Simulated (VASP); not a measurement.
Runs of VASP 6.6.1 on LuBe. Symmetry: Pm-3m, No. 221, cubic system. The conventional cell has a = 3.320 Å, b = 3.320 Å, c = 3.320 Å, α = 90.00°, β = 90.00°, γ = 90.00°. Within 3.8 Å of Lu (site symmetry m-3m) lie 8 Be at 2.88 Å and 6 Lu at 3.32 Å. Within 3.8 Å of Be (site symmetry m-3m) lie 8 Lu at 2.88 Å and 6 Be at 3.32 Å. 

```tsv
task	level	cell	cutoff (eV)	gap on the mesh (eV)	pressure (GPa)
relaxation of cell and atoms	LDA	relaxed	600	none	-0.1
single point	BLYP	as given	520	none	(a)
single point	RPBE	as given	520	none	2.5
single point	r2SCAN	as given	520	none	-0.1
single point	LDA	as given	520	none	-5.0
```

Alike in all rows: potentials or basis VASP PAW PBE potentials, release 64 (Lu, Be); no spin polarisation; k mesh 8 × 8 × 8; smearing fermi-dirac 0.05 eV.

**Question.** Estimate the missing entries.

**Answer.** (a) 2.0.

Caveats: the PAW data sets were made with another functional, which shifts forces and pressure a little; spin-orbit coupling is left out, which moves the levels of the heavy elements.

A k mesh can miss the band edges, and the runs leave out spin-orbit coupling on Lu.

A gap of «none» marks levels without a gap at the run's occupations.
